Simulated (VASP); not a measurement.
# MnO (P6_3mc) in VASP: settings compared

Aim: see how the results for MnO move with the level of theory and the settings. Levels: PBE, PBEsol. Tasks: single point.

All numbers are computed with VASP 6.6.1; they aren't measurements. Logs are shortened: lines on timing, memory, paths and dates and some standing lists are left out, and cuts for length are marked.

### 1 The cell of the first run

Symmetry: P6_3mc, No. 186, hexagonal system. The conventional cell has a = 3.372 Å, b = 3.372 Å, c = 5.386 Å, α = 90.00°, β = 90.00°, γ = 120.00°. Within 2.6 Å of Mn (site symmetry 3m) lie 4 O at 1.96 to 2.08 Å. Within 2.6 Å of O (site symmetry 3m) lie 4 Mn at 1.96 to 2.08 Å.

### 2 Single point, PBE, collinear spin, ferrimagnetic start

Input file INCAR:

```
SYSTEM = MnO
PREC = Accurate
ENCUT = 520
EDIFF = 1E-6
ISMEAR = -1
SIGMA = 0.05
LREAL = .False.
LASPH = .True.
NELM = 150
ALGO = Normal
ISIF = 2
LWAVE = .False.
LCHARG = .True.
ISPIN = 2
MAGMOM = -4.2 3.61 0 0
LORBIT = 11
LMAXMIX = 4
GGA = PE
LELF = .True.
LVHAR = .True.
NBANDS = 31
```

Input file KPOINTS:

```
Automatic mesh
0
Gamma
  9 9 5
  0 0 0
```

Input file POSCAR:

```
MnO
1.0
    3.3717000000      0.0000000000      0.0000000000
   -1.6858500000      2.9199778539      0.0000000000
    0.0000000000      0.0000000000      5.3855000000
Mn O
2 2
Direct
    0.6666666667      0.3333333333      0.5109600000
    0.3333333333      0.6666666667      0.0109600000
    0.6666666667      0.3333333333      0.8754700000
    0.3333333333      0.6666666667      0.3754700000
```

Potentials or basis: VASP PAW PBE potentials, release 64 (Mn_pv, O).

Launch:

```
$ cat potpaw_PBE.64/Mn_pv/POTCAR potpaw_PBE.64/O/POTCAR > POTCAR
$ mpirun -np 1 vasp_std > vasp.out
```

OUTCAR:

```text
SYSTEM = MnO
   PREC = Accurate
   ENCUT = 520
   EDIFF = 1E-6
   ISMEAR = -1
   LREAL = .False.
   LASPH = .True.
   NELM = 150
   ISIF = 2
   ISPIN = 2
   LORBIT = 11
   GGA = PE

 ion  position               nearest neighbor table
   1  0.667  0.333  0.511-   3 1.96   4 2.08   4 2.08   4 2.08
   2  0.333  0.667  0.011-   4 1.96   3 2.08   3 2.08   3 2.08
   3  0.667  0.333  0.875-   1 1.96   2 2.08   2 2.08   2 2.08
   4  0.333  0.667  0.375-   2 1.96   1 2.08   1 2.08   1 2.08

  LATTYP: Found a hexagonal cell.
 ALAT       =     3.3717000000
 C/A-ratio  =     1.5972654744

  Lattice vectors:

 A1 = (   3.3717000000,   0.0000000000,   0.0000000000)
 A2 = (  -1.6858500000,   2.9199778539,   0.0000000000)
 A3 = (   0.0000000000,   0.0000000000,   5.3855000000)

Analysis of symmetry for initial positions (statically):
=====================================================================
 Subroutine PRICEL returns:
 Original cell was already a primitive cell.

 Routine SETGRP: Setting up the symmetry group for a
 hexagonal supercell.

 Subroutine GETGRP returns: Found 12 space group operations
 (whereof  6 operations were pure point group operations)
 out of a pool of 24 trial point group operations.

The static configuration has the point symmetry C_3v.
 The point group associated with its full space group is C_6v.

Analysis of symmetry for dynamics (positions and initial velocities):
=====================================================================
 Subroutine PRICEL returns:
 Original cell was already a primitive cell.

 Routine SETGRP: Setting up the symmetry group for a
 hexagonal supercell.

 Subroutine GETGRP returns: Found 12 space group operations
 (whereof  6 operations were pure point group operations)
 out of a pool of 24 trial point group operations.

The dynamic configuration has the point symmetry C_3v.
 The point group associated with its full space group is C_6v.

Analysis of structural, dynamic, and magnetic symmetry:
=====================================================================
 Subroutine PRICEL returns:
 Original cell was already a primitive cell.

 Routine SETGRP: Setting up the symmetry group for a
 hexagonal supercell.

 Subroutine GETGRP returns: Found  6 space group operations
 (whereof  6 operations were pure point group operations)
 out of a pool of 24 trial point group operations.

The overall configuration has the point symmetry C_3v.

[... 127 lines left out ...]
   GGA     = PE    functional components
   LHFCALC =     F    Hartree Fock is set to
   AEXX    =    0.0000 exact exchange contribution
   IVDW    =     0    specifies the selected vdW correction
   LEPSILON=     F    determine dielectric tensor
   LRPA    =     F    only Hartree local field effects (RPA)
 spin polarized calculation
  energy-cutoff  :      520.00
  volume of cell :       53.02
 maximum number of plane-waves:      1442
 NGX is ok and might be reduce to    28
   NGX = 13   NGY = 13   NGZ = 21

 number of electron      38.0000000 magnetization       0.0098958

 number of electron      38.0000000 magnetization      -0.0000402

 Free energy of the ion-electron system (eV)
  ---------------------------------------------------
  ext. energy  EPLUGINS =         0.00000000
  ---------------------------------------------------
  free energy    TOTEN  =       -33.32079646 eV

  energy without entropy =      -33.31952730  energy(sigma->0) =      -33.32016188

 E-fermi :   5.3085     XC(G=0): -10.6005

 val. band max:        5.1839218986   @ k =   0.0000   0.0000   0.4000
 cond. band min:       5.5132339796   @ k =   0.0000   0.0000   0.2000
 fundamental gap:      0.3293120811
 Fermi energy:         5.3084722270

 spin component 1

 k-point     1 :       0.0000    0.0000    0.0000
  band No.  band energies     occupation
      1     -44.6585      1.00000
      2     -44.6585      1.00000
      3     -44.6209      1.00000
      4     -40.1234      1.00000
      5     -40.0851      1.00000
      6     -40.0851      1.00000
[... 805 lines left out ...]
     30      16.9121      0.00000
     31      17.9209      0.00000

 [... further k-points ...]

 spin component 2

 k-point     1 :       0.0000    0.0000    0.0000
  band No.  band energies     occupation
      1     -44.6586      1.00000
      2     -44.6586      1.00000
      3     -44.6210      1.00000
      4     -40.1233      1.00000
      5     -40.0851      1.00000
      6     -40.0851      1.00000
[... 805 lines left out ...]
     30      17.0156      0.00000
     31      17.7287      0.00000

 [... further k-points ...]

------------------------ aborting loop because EDIFF is reached ----------------------------------------

  FORCE on cell =-STRESS in cart. coord.  units (eV):
  Direction    XX          YY          ZZ          XY          YZ          ZX
  --------------------------------------------------------------------------------------
  -------------------------------------------------------------------------------------
  Total       -0.0624715     -0.0624715      0.1443695      0.0000000     -0.0000000      0.0000000
  in kB       -1.8877219     -1.8877219      4.3624597      0.0000000     -0.0000000      0.0000000
  external PRESSURE =       0.1956720 kB  Pullay stress =       0.0000000 kB

 VOLUME and BASIS-vectors are now :
 -----------------------------------------------------------------------------
  energy-cutoff  :      520.00
  volume of cell :       53.02
      direct lattice vectors                 reciprocal lattice vectors
     3.371700000  0.000000000  0.000000000     0.296586292  0.171234175  0.000000000
    -1.685850000  2.919977854  0.000000000     0.000000000  0.342468351  0.000000000
     0.000000000  0.000000000  5.385500000     0.000000000  0.000000000  0.185683781

 POSITION                                       TOTAL-FORCE (eV/Angst)
 -----------------------------------------------------------------------------------
      1.68585      0.97333      2.75178         0.000000     -0.000000     -0.107988
     -0.00000      1.94665      0.05903        -0.000000     -0.000000     -0.108246
      1.68585      0.97333      4.71484         0.000000     -0.000000      0.108003
     -0.00000      1.94665      2.02209         0.000000      0.000000      0.108231
 -----------------------------------------------------------------------------------
    total drift:                               -0.000000     -0.000000      0.001293

  FREE ENERGIE OF THE ION-ELECTRON SYSTEM (eV)
  ---------------------------------------------------
  free  energy   TOTEN  =       -33.3207964579 eV

  energy  without entropy=      -33.3195272954  energy(sigma->0) =      -33.32016188

 total charge

# of ion       s       p       d       tot
------------------------------------------
    1        0.234   6.223   4.983  11.439
    2        0.234   6.223   4.983  11.439
    3        1.553   3.451   0.000   5.003
    4        1.553   3.451   0.000   5.003
--------------------------------------------------
tot          3.574  19.347   9.965  32.886

 magnetization (x)

# of ion       s       p       d       tot
------------------------------------------
    1       -0.025  -0.050  -4.155  -4.229
    2        0.025   0.050   4.155   4.229
    3        0.009   0.066   0.000   0.076
    4       -0.009  -0.066   0.000  -0.076
--------------------------------------------------
tot         -0.000   0.000  -0.000  -0.000
```

OSZICAR:

```text
N       E                     dE             d eps       ncg     rms          rms(c)
DAV:   1     0.449839576864E+03    0.44984E+03   -0.21130E+04  6208   0.144E+03
DAV:   2    -0.176063777570E+01   -0.45160E+03   -0.42479E+03  6459   0.437E+02
DAV:   3    -0.381854789154E+02   -0.36425E+02   -0.35802E+02  7033   0.134E+02
DAV:   4    -0.387432377223E+02   -0.55776E+00   -0.55720E+00  6669   0.178E+01
DAV:   5    -0.387493640223E+02   -0.61263E-02   -0.61262E-02  7019   0.192E+00    0.221E+01
DAV:   6    -0.350100000258E+02    0.37394E+01   -0.37003E+01  7574   0.540E+01    0.233E+01
DAV:   7    -0.334506381375E+02    0.15594E+01   -0.16540E+01  7000   0.412E+01    0.151E+01
DAV:   8    -0.333400234837E+02    0.11061E+00   -0.34188E+00  7136   0.138E+01    0.928E+00
DAV:   9    -0.332919182196E+02    0.48105E-01   -0.20112E-01  6805   0.420E+00    0.489E+00
DAV:  10    -0.333116558360E+02   -0.19738E-01   -0.10052E-01  7026   0.208E+00    0.175E+00
DAV:  11    -0.333159632072E+02   -0.43074E-02   -0.34889E-02  6735   0.184E+00    0.841E-01
DAV:  12    -0.333203042620E+02   -0.43411E-02   -0.10576E-02  6354   0.914E-01    0.287E-01
DAV:  13    -0.333207146998E+02   -0.41044E-03   -0.53672E-04  7359   0.282E-01    0.732E-02
DAV:  14    -0.333207577800E+02   -0.43080E-04   -0.23464E-04  6767   0.117E-01    0.666E-02
DAV:  15    -0.333207899009E+02   -0.32121E-04   -0.66345E-05  6634   0.535E-02    0.261E-02
DAV:  16    -0.333207944681E+02   -0.45672E-05   -0.93653E-06  6775   0.257E-02    0.976E-03
DAV:  17    -0.333207958846E+02   -0.14165E-05   -0.22056E-06  5402   0.113E-02    0.374E-03
DAV:  18    -0.333207964579E+02   -0.57335E-06   -0.51111E-07  4793   0.451E-03
   1 F= -.33320796E+02 E0= -.33320162E+02  d E =-.126916E-02  mag=    -0.0000
```

Wall time 3.1 min (1 thread of AMD EPYC 9R14 (Zen 4), shared host); peak memory 0.24 GiB.

Results:

| Quantity | Value |
| --- | --- |
| Free energy | -33.3208 eV |
| Pressure | 0.0 GPa |
| Largest force | 0.108 eV/Å |
| Band gap on the k mesh | zero (filled and empty bands overlap) |
| Net moment | 0.00 μB per cell |
| Site moments | Mn -4.23, +4.23; O +0.08, -0.08 μB |
| Valence electrons inside the program's atomic spheres | Mn 11.44; O 5.00 |

Forces in eV/Å, atoms in the order of the input:
```
Mn   0.000  0.000 -0.108
Mn   0.000  0.000 -0.108
O    0.000  0.000  0.108
O    0.000  0.000  0.108
```

Stress tensor (GPa, compression positive):
```
-0.19  0.00  0.00
 0.00 -0.19  0.00
 0.00  0.00  0.44
```

Levels at points of the mesh, in eV from the Fermi level:
Spin up:
```tsv
k point	band 16	band 17	band 18	band 19	band 20	band 21	band 22	band 23
(0.00, 0.00, 0.00)	-2.12	-0.94	-0.28	-0.20	-0.20	2.05	2.05	2.98
```
Spin down:
| k point | band 15 | band 16 | band 17 | band 18 | band 19 | band 20 | band 21 | band 22 | band 23 | band 24 |
| --- | --- | --- | --- | --- | --- | --- | --- | --- | --- | --- |
| (0.00, 0.00, 0.00) | -2.12 | -2.12 | -0.94 | -0.28 | -0.20 | -0.20 | 2.05 | 2.05 | 2.98 | 3.43 |

Caveat: semilocal functionals often make such compounds metallic where correlation or magnetic order opens a gap, which also shifts bond lengths. With open d or f shells a metallic result of PBE can be an artefact of self-interaction; +U or a hybrid may open a gap.

### 3 Single point, PBEsol, collinear spin, ferromagnetic start

This run uses another cell than the first one, of 14.05 Å³/atom.

Input file INCAR:

```
SYSTEM = MnO
PREC = Accurate
ENCUT = 520
EDIFF = 1E-6
ISMEAR = -1
SIGMA = 0.05
LREAL = .FALSE.
LASPH = .TRUE.
NELM = 150
ALGO = Normal
ISIF = 2
LWAVE = .FALSE.
LCHARG = .TRUE.
ISPIN = 2
MAGMOM = 4 4 0 0
LORBIT = 11
LMAXMIX = 4
GGA = PS
LELF = .TRUE.
LVHAR = .TRUE.
NBANDS = 31
```

Input file KPOINTS:

```
Automatic mesh
0
G
  8 8 4
  0 0 0
```

Input file POSCAR:

```
MnO
1.0
    3.4378285534      0.0000000000      0.0000000000
   -1.7189142767      2.9772468610      0.0000000000
    0.0000000000      0.0000000000      5.4911248552
Mn O
2 2
Direct
    0.6666666667      0.3333333333      0.5109600000
    0.3333333333      0.6666666667      0.0109600000
    0.6666666667      0.3333333333      0.8754700000
    0.3333333333      0.6666666667      0.3754700000
```

Potentials or basis: VASP PAW PBE potentials, release 64 (Mn_pv, O).

Launch:

```
$ cat potpaw_PBE.64/Mn_pv/POTCAR potpaw_PBE.64/O/POTCAR > POTCAR
$ mpirun -np 1 vasp_std > vasp.out
```

Wall time 4 min (1 thread of AMD EPYC 7R13, shared host); peak memory 0.21 GiB.

It converged, with:

- Free energy: -34.2206 eV
- Pressure: -5.6 GPa
- Largest force: 0.473 eV/Å
- Band gap on the k mesh: zero (filled and empty bands overlap)
- Net moment: 9.99 μB per cell
- Site moments: Mn +4.42; O +0.18 μB
- Valence electrons inside the program's atomic spheres: Mn 11.37; O 4.96

Forces on the atoms (eV/Å):
```
Mn   0.000  0.000 -0.473
Mn   0.000  0.000 -0.473
O    0.000  0.000  0.473
O    0.000  0.000  0.473
```

Stress tensor (GPa, compression positive):
```
-7.26  0.00  0.00
 0.00 -7.26  0.00
 0.00  0.00 -2.18
```

Levels at points of the mesh, in eV from the Fermi level:
Spin up:
```tsv
k point	band 22	band 23	band 24	band 25	band 26	band 27
(0.00, 0.00, 0.00)	-1.02	-0.02	-0.02	0.04	3.52	5.43
(0.50, 0.00, 0.00)	-1.84	-0.85	-0.70	3.70	4.18	5.67
(0.00, 0.00, 0.50)	-0.54	-0.54	-0.54	1.16	1.16	8.16
(0.50, 0.00, 0.50)	-1.26	-1.17	-1.17	3.73	3.73	5.90
```
Spin down:
```
           k point  band 11  band 12  band 13  band 14  band 15  band 16  band 17  band 18
(0.00, 0.00, 0.00)    -4.50    -4.50    -4.32    -4.32    -0.08     1.12     1.12     1.23
(0.50, 0.00, 0.00)    -4.94    -4.53    -4.42    -4.28     0.61     0.64     1.37     1.61
(0.00, 0.00, 0.50)    -4.42    -4.42    -4.42    -4.42     1.49     1.49     1.55     1.55
(0.50, 0.00, 0.50)    -4.53    -4.53    -4.36    -4.36     1.08     1.08     1.62     1.62
```

Caveat: the stress differs along the axes, from -7 to -2 GPa; the PAW data sets were made with another functional, which shifts forces and pressure a little; semilocal functionals often make such compounds metallic where correlation or magnetic order opens a gap, which also shifts bond lengths; the run started ferromagnetic, and an antiferromagnetic order may lie lower in energy. With open d or f shells a metallic result of PBEsol can be an artefact of self-interaction; +U or a hybrid may open a gap.

### 4 Single point, PBEsol, collinear spin, ferromagnetic start

Changes to INCAR since step 3:

```diff
@@ -12,3 +12,3 @@
 LWAVE = .FALSE.
-LCHARG = .TRUE.
+LCHARG = .FALSE.
 ISPIN = 2
@@ -18,4 +18,2 @@
 GGA = PS
-LELF = .TRUE.
-LVHAR = .TRUE.
 NBANDS = 31
```

Input file KPOINTS:

```
Automatic mesh
0
G
  15 15 8
  0 0 0
```

Input file POSCAR:

```
MnO
1.0
    3.3717000000      0.0000000000      0.0000000000
   -1.6858500000      2.9199778539      0.0000000000
    0.0000000000      0.0000000000      5.3855000000
Mn O
2 2
Direct
    0.6666666667      0.3333333333      0.5109600000
    0.3333333333      0.6666666667      0.0109600000
    0.6666666667      0.3333333333      0.8754700000
    0.3333333333      0.6666666667      0.3754700000
```

Launch:

```
$ cat potpaw_PBE.64/Mn_pv/POTCAR potpaw_PBE.64/O/POTCAR > POTCAR
$ mpirun -np 1 vasp_std > vasp.out
```

Run time: 3.5 min. Hardware: 1 thread of Intel Xeon 6975P-C (Granite Rapids), shared host; peak memory 0.41 GiB.

It converged, with:

```
Free energy                                           : -34.2631 eV
Pressure                                              : 1.2 GPa
Largest force                                         : 0.611 eV/Å
Band gap on the k mesh                                : zero (filled and empty bands overlap)
Net moment                                            : 9.99 μB per cell
Site moments                                          : Mn +4.40; O +0.20 μB
Valence electrons inside the program's atomic spheres : Mn 11.43; O 4.99
```

Forces on the atoms (eV/Å):
```
Mn   0.000  0.000 -0.611
Mn   0.000  0.000 -0.611
O    0.000  0.000  0.611
O    0.000  0.000  0.611
```

Stress tensor (GPa, compression positive):
```
-1.34  0.00  0.00
 0.00 -1.34  0.00
 0.00  0.00  6.17
```

Levels at points of the mesh, in eV from the Fermi level:
Spin up:
```tsv
k point	band 20	band 21	band 22	band 23	band 24	band 25	band 26	band 27	band 28	band 29
(0.00, 0.00, 0.00)	-1.60	-1.07	-1.07	0.00	0.00	0.06	3.58	5.51	11.41	11.41
(0.00, 0.00, 0.50)	-1.48	-0.56	-0.56	-0.56	-0.56	1.14	1.14	8.28	8.28	11.52
```
Spin down:
| k point | band 12 | band 13 | band 14 | band 15 | band 16 | band 17 |
| --- | --- | --- | --- | --- | --- | --- |
| (0.00, 0.00, 0.00) | -4.95 | -4.75 | -4.75 | -0.16 | 0.91 | 0.91 |
| (0.00, 0.00, 0.50) | -4.87 | -4.87 | -4.87 | 1.38 | 1.38 | 1.38 |

Caveat: the stress differs along the axes, from -1 to 6 GPa; the PAW data sets were made with another functional, which shifts forces and pressure a little; semilocal functionals often make such compounds metallic where correlation or magnetic order opens a gap, which also shifts bond lengths; the run started ferromagnetic, and an antiferromagnetic order may lie lower in energy.

### 5 The runs side by side

```tsv
level	spin	cell	k mesh	gap on the mesh (eV)	pressure (GPa)	moment (μB)	largest force (eV/Å)
PBE	collinear, ferrimagnetic start	a = 3.372, b = 3.372, c = 5.386 Å, angles 90.0, 90.0, 120.0°, 4 atoms	9 × 9 × 5	none	0.0	0.00	0.11
PBEsol	collinear, ferromagnetic start	a = 3.438, b = 3.438, c = 5.491 Å, angles 90.0, 90.0, 120.0°, 4 atoms	8 × 8 × 4	none	-5.6	9.99	0.47
PBEsol	collinear, ferromagnetic start	a = 3.372, b = 3.372, c = 5.386 Å, angles 90.0, 90.0, 120.0°, 4 atoms	15 × 15 × 8	none	1.2	9.99	0.61
```

Alike in all rows: task single point; potentials or basis VASP PAW PBE potentials, release 64 (Mn_pv, O); cutoff (eV) 520; smearing fermi-dirac 0.05 eV.

Caveats: semilocal functionals often make such compounds metallic where correlation or magnetic order opens a gap, which also shifts bond lengths; the PAW data sets were made with another functional, which shifts forces and pressure a little (at least some runs); the run started ferromagnetic, and an antiferromagnetic order may lie lower in energy (at least some runs); the stress differs along the axes, from -7 to -2 GPa (at least some runs); the stress differs along the axes, from -1 to 6 GPa (at least some runs).

Absolute energies hang on the potentials; compare differences alone.

The gap in the log of VASP goes by the Fermi energy; the results here count the filled bands.